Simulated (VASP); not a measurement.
# TaN (P2_1) in VASP: single point with PBE

Aim: the single point of TaN with PBE.

Program: VASP 6.6.1. These are calculated values, not measurements. Logs are shortened: lines on timing, memory, paths and dates and some standing lists are left out, and cuts for length are marked.

## 1. The cell of the first run

It takes space group P2_1 (No. 4, monoclinic). The conventional cell has a = 2.898 Å, b = 5.110 Å, c = 2.950 Å, α = 90.00°, β = 90.00°, γ = 90.00°. Within 3.0 Å of Ta (site symmetry 1) lie 6 N at 2.21 to 2.27 Å and 8 Ta at 2.90 to 2.99 Å. Within 3.0 Å of N (site symmetry 1) lie 6 Ta at 2.21 to 2.27 Å and 8 N at 2.90 to 2.96 Å.

## 2. Single point, PBE (atoms displaced along a vibrational mode)

Input file INCAR:

```
ALGO = Fast
EDIFF = 1E-7
ENCUT = 520
GGA = PE
ISIF = 2
ISMEAR = 0
LASPH = True
LCHARG = True
LELF = True
LREAL = False
LVHAR = True
LWAVE = False
NBANDS = 24
NELM = 100
PREC = Accurate
SIGMA = 0.15
```

Input file KPOINTS:

```
k-points
0
Gamma
  20 20 12
```

Input file POSCAR:

```
TaN
1.0
    0.0000000000      0.0000000000      2.8977716017
    2.9501846798      0.0000000000      0.0000000000
    0.0000000000      5.1098697572      0.0000000000
Ta N
2 2
Direct
    0.5122008715      0.0119841105      0.3333333333
    0.4877991285      0.4880158895      0.8333333333
    0.0044340179      0.5046546586      0.5000000000
   -0.0044340179     -0.0046546586      0.0000000000
```

Potentials or basis: VASP PAW PBE potentials, release 64 (Ta_pv, N).

The run is started by

```console
$ cat potpaw_PBE.64/Ta_pv/POTCAR potpaw_PBE.64/N/POTCAR > POTCAR
$ mpirun -np 1 vasp_std > vasp.out
```

OUTCAR:

```text
EDIFF = 1E-7
   ENCUT = 520
   GGA = PE
   ISIF = 2
   ISMEAR = 0
   LASPH = True
   LREAL = False
   NELM = 100
   PREC = Accurate

 ion  position               nearest neighbor table
   1  0.512  0.012  0.333-   4 2.21   3 2.21   3 2.24   3 2.24   3 2.27   4 2.27   2 2.92   2 2.92
                             2 2.99   2 2.99
   2  0.488  0.488  0.833-   3 2.21   4 2.21   4 2.24   4 2.24   4 2.27   3 2.27   1 2.92   1 2.92
                             1 2.99   1 2.99
   3  0.004  0.505  0.500-   2 2.21   1 2.21   1 2.24   1 2.24   1 2.27   2 2.27
   4  0.996  0.995  0.000-   1 2.21   2 2.21   2 2.24   2 2.24   2 2.27   1 2.27

  LATTYP: Found a simple orthorhombic cell.
 ALAT       =     2.8977716017
 B/A-ratio  =     1.0180873738
 C/A-ratio  =     1.7633790580

  Lattice vectors:

 A1 = (   0.0000000000,   0.0000000000,   2.8977716017)
 A2 = (   2.9501846798,   0.0000000000,   0.0000000000)
 A3 = (   0.0000000000,   5.1098697572,   0.0000000000)

Analysis of symmetry for initial positions (statically):
=====================================================================
 Subroutine PRICEL returns:
 Original cell was already a primitive cell.

 Routine SETGRP: Setting up the symmetry group for a
 simple orthorhombic supercell.

 Subroutine GETGRP returns: Found  2 space group operations
 (whereof  1 operations were pure point group operations)
 out of a pool of  8 trial point group operations.

The static configuration has the point symmetry C_1 .
 The point group associated with its full space group is C_2 .

Analysis of symmetry for dynamics (positions and initial velocities):
=====================================================================
 Subroutine PRICEL returns:
 Original cell was already a primitive cell.

 Routine SETGRP: Setting up the symmetry group for a
 simple orthorhombic supercell.

 Subroutine GETGRP returns: Found  2 space group operations
 (whereof  1 operations were pure point group operations)
 out of a pool of  8 trial point group operations.

The dynamic configuration has the point symmetry C_1 .
 The point group associated with its full space group is C_2 .

 Subroutine INISYM returns: Found  2 space group operations
 (whereof  1 operations are pure point group operations),
 and found     1 'primitive' translations

----------------------------------------------------------------------------------------

                                     Primitive cell

  volume of cell :      43.6841

  direct lattice vectors                    reciprocal lattice vectors
     0.000000000  0.000000000  2.897771602     0.000000000  0.000000000  0.345092760
     2.950184680  0.000000000  0.000000000     0.338961831  0.000000000  0.000000000
     0.000000000  5.109869757  0.000000000     0.000000000  0.195699704  0.000000000

  length of vectors
     2.897771602  2.950184680  5.109869757     0.345092760  0.338961831  0.195699704

  position of ions in fractional coordinates (direct lattice)
     0.512200871  0.011984111  0.333333333
     0.487799129  0.488015889  0.833333333
     0.004434018  0.504654659  0.500000000
     0.995565982  0.995345341  0.000000000

  ion indices of the primitive-cell ions
   primitive index   ion index
                 1           1
                 2           2
                 3           3
                 4           4

----------------------------------------------------------------------------------------

 KPOINTS: k-points

Automatic generation of k-mesh.
 Grid dimensions read from file:
 generate k-points for:   20   20   12

 Generating k-lattice:

  Cartesian coordinates                     Fractional coordinates (reciprocal lattice)
     0.000000000  0.000000000  0.017254638     0.050000000  0.000000000  0.000000000
     0.016948092  0.000000000  0.000000000     0.000000000  0.050000000  0.000000000
     0.000000000  0.016308309  0.000000000     0.000000000  0.000000000  0.083333333

  Length of vectors
     0.017254638  0.016948092  0.016308309

  Shift w.r.t. Gamma in fractional coordinates (k-lattice)
     0.000000000  0.000000000  0.000000000

 Subroutine IBZKPT returns following result:
 ===========================================

 Found   1414 irreducible k-points:

 Following reciprocal coordinates:
            Coordinates               Weight
  0.000000  0.000000  0.000000      1.000000
  0.050000  0.000000  0.000000      2.000000
  0.100000  0.000000  0.000000      2.000000
  0.150000  0.000000  0.000000      2.000000
  0.200000  0.000000  0.000000      2.000000
  0.250000  0.000000  0.000000      2.000000
[... 16 lines left out ...]
  0.300000  0.050000  0.000000      2.000000
  0.300000 -0.050000  0.000000      2.000000
 [... further k-points ...]
   k-points           NKPTS =   1414   k-points in BZ     NKDIM =   1414   number of bands    NBANDS=     24
   number of dos      NEDOS =    301   number of ions     NIONS =      4
   total plane-waves  NPLWV =  23040
   dimension x,y,z NGX =    24 NGY =   24 NGZ =   40
   dimension x,y,z NGXF=    48 NGYF=   48 NGZF=   80
   ions per type =               2   2
   NGX,Y,Z   is equivalent  to a cutoff of  13.77, 13.52, 13.01 a.u.
   NGXF,Y,Z  is equivalent  to a cutoff of  27.54, 27.05, 26.03 a.u.
 SYSTEM =  unknown system
   PREC   = accura    normal or accurate (medium, high low for compatibility)
   ISTART =      0    job   : 0-new  1-cont  2-samecut
   ICHARG =      2    charge: 1-file 2-atom 10-const
   ISPIN  =      1    spin polarized calculation?
   LNONCOLLINEAR =      F non collinear calculations
   LSORBIT =      F    spin-orbit coupling
   LASPH  =      T    aspherical Exc in radial PAW
   ENCUT  =  520.0 eV  38.22 Ry    6.18 a.u.   5.39  5.49  9.50*2*pi/ulx,y,z
   NELM   =    100;   NELMIN=  2; NELMDL= -5     # of ELM steps
   EDIFF  = 0.1E-06   stopping-criterion for ELM
   LREAL  =      F    real-space projection
   EDIFFG = 0.1E-05   stopping-criterion for IOM
   NSW    =      0    number of steps for IOM
   IBRION =     -1    ionic relax: 0-MD 1-quasi-New 2-CG
   NFREE  =      0    steps in history (QN), initial steepest desc. (CG)
   ISIF   =      2    stress and relaxation
   ISYM   =      2    0-nonsym 1-usesym 2-fastsym
   POTIM  = 0.5000    time-step for ionic-motion
   TEBEG  =    0.0;   TEEND  =   0.0 temperature during run
   PSTRESS=    0.0 pullay stress
   NELECT =      32.0000    total number of electrons
   NUPDOWN=      -1.0000    fix difference up-down
   EMIN   =  10.00;   EMAX   =-10.00  energy-range for DOS
   EFERMI =   0.00;   METHOD = LEGACY
   ISMEAR =     0;   SIGMA  =   0.15  broadening in eV -4-tet -1-fermi 0-gaus
   EFERMI_NEDOS =   21; number of points for ismear=-14 and -15
   IALGO  =     68    algorithm
   IMIX   =      4    mixing-type and parameters
     AMIX     =   0.40;   BMIX     =  1.00
     AMIX_MAG =   1.60;   BMIX_MAG =  1.00
  volume/ion in A,a.u.               =      10.92        73.70
  Fermi-wavevector in a.u.,A,eV,Ry     =   1.475765  2.788791 29.631873  2.177881
  Thomas-Fermi vector in A             =   2.590374
   LORBIT       =      0    0 simple, 1 ext, 2 COOP (PROOUT), +10 PAW based schemes
   GGA     = PE    functional components
   LHFCALC =     F    Hartree Fock is set to
   AEXX    =    0.0000 exact exchange contribution
   IVDW    =     0    specifies the selected vdW correction
   LEPSILON=     F    determine dielectric tensor
   LRPA    =     F    only Hartree local field effects (RPA)
 non-spin polarized calculation
 RMM-DIIS sequential band-by-band and
 Gauss-broadening in eV      SIGMA  =   0.15
  energy-cutoff  :      520.00
  volume of cell :       43.68
 maximum number of plane-waves:      1201
 NGX is ok and might be reduce to    24
   NGX = 11   NGY = 11   NGZ = 19

 number of electron      31.9999999 magnetization

 Free energy of the ion-electron system (eV)
  ---------------------------------------------------
  ext. energy  EPLUGINS =         0.00000000
  ---------------------------------------------------
  free energy    TOTEN  =       -44.84199727 eV

  energy without entropy =      -44.84047479  energy(sigma->0) =      -44.84123603

 E-fermi :   8.1106     XC(G=0): -13.2717

 val. band max:        8.1006755719   @ k =   0.4000   0.0000   0.0000
 cond. band min:       8.1110020982   @ k =   0.0000   0.3000   0.0000
 fundamental gap:      0.0103265263
 Fermi energy:         8.1105755680

 k-point     1 :       0.0000    0.0000    0.0000
  band No.  band energies     occupation
      1     -27.4999      2.00000
      2     -26.7733      2.00000
      3     -26.7342      2.00000
      4     -26.6384      2.00000
      5     -26.5138      2.00000
      6     -26.5114      2.00000
[... 16 lines left out ...]
     23      12.1387      0.00000
     24      13.3038      0.00000

 k-point     2 :       0.0500    0.0000    0.0000
  band No.  band energies     occupation
      1     -27.4961      2.00000
      2     -26.7964      2.00000
      3     -26.7319      2.00000
      4     -26.6581      2.00000
      5     -26.5119      2.00000
      6     -26.5095      2.00000
[... 16 lines left out ...]
     23      12.4085      0.00000
     24      13.3088      0.00000

 k-point     3 :       0.1000    0.0000    0.0000
  band No.  band energies     occupation
      1     -27.4849      2.00000
      2     -26.8628      2.00000
      3     -26.7254      2.00000
      4     -26.7149      2.00000
      5     -26.5066      2.00000
      6     -26.5042      2.00000
[... 16 lines left out ...]
     23      12.7560      0.00000
     24      13.3400      0.00000
[... 514 lines left out ...]
 k-point    23 :       0.3000    0.0500    0.0000
  band No.  band energies     occupation
      1     -27.3892      2.00000
      2     -27.3553      2.00000
      3     -27.1445      2.00000
      4     -26.6891      2.00000
      5     -26.4823      2.00000
      6     -26.4661      2.00000
[... 16 lines left out ...]
     23      13.1140      0.00000
     24      13.5200      0.00000

 k-point    24 :       0.3000   -0.0500    0.0000
  band No.  band energies     occupation
      1     -27.3892      2.00000
      2     -27.3552      2.00000
      3     -27.1445      2.00000
      4     -26.6890      2.00000
      5     -26.4824      2.00000
      6     -26.4662      2.00000
[... 16 lines left out ...]
     23      13.0922      0.00000
     24      13.5242      0.00000

 [... further k-points ...]

------------------------ aborting loop because EDIFF is reached ----------------------------------------

  FORCE on cell =-STRESS in cart. coord.  units (eV):
  Direction    XX          YY          ZZ          XY          YZ          ZX
  --------------------------------------------------------------------------------------
  -------------------------------------------------------------------------------------
  Total        0.1950745      0.4080797      0.2997872      0.0000000      0.0000000      0.0034849
  in kB        7.1546406     14.9669166     10.9951315      0.0000000      0.0000000      0.1278130
  external PRESSURE =      11.0388962 kB  Pullay stress =       0.0000000 kB

 VOLUME and BASIS-vectors are now :
 -----------------------------------------------------------------------------
  energy-cutoff  :      520.00
  volume of cell :       43.68
      direct lattice vectors                 reciprocal lattice vectors
     0.000000000  0.000000000  2.897771602     0.000000000  0.000000000  0.345092760
     2.950184680  0.000000000  0.000000000     0.338961831  0.000000000  0.000000000
     0.000000000  5.109869757  0.000000000     0.000000000  0.195699704  0.000000000

 POSITION                                       TOTAL-FORCE (eV/Angst)
 -----------------------------------------------------------------------------------
      0.03536      1.70329      1.48424        -0.704852      0.017363     -0.706123
      1.43974      4.25822      1.41353         0.704852      0.017363      0.706123
      1.48882      2.55493      0.01285        -0.016559     -0.017363     -0.019012
      2.93645      0.00000      2.88492         0.016559     -0.017363      0.019012
 -----------------------------------------------------------------------------------
    total drift:                               -0.000000      0.000187     -0.000000

  FREE ENERGIE OF THE ION-ELECTRON SYSTEM (eV)
  ---------------------------------------------------
  free  energy   TOTEN  =       -44.8419972702 eV

  energy  without entropy=      -44.8404747914  energy(sigma->0) =      -44.84123603
```

Wall time 15 min (1 thread of Oxide Virtual Turin-like, shared host); peak memory 1.1 GiB.

What came out:

```
Free energy            : -44.8420 eV
Pressure               : 1.1 GPa
Largest force          : 0.998 eV/Å
Band gap on the k mesh : zero (bands 16 and 17 overlap by 0.45 eV)
```

Forces on the atoms (eV/Å):
```
Ta  -0.705  0.017 -0.706
Ta   0.705  0.017  0.706
N   -0.017 -0.017 -0.019
N    0.017 -0.017  0.019
```

Caveat: the cell differs from its parent crystal (atoms displaced along a vibrational mode); spin-orbit coupling is left out, which moves the levels of the heavy elements.
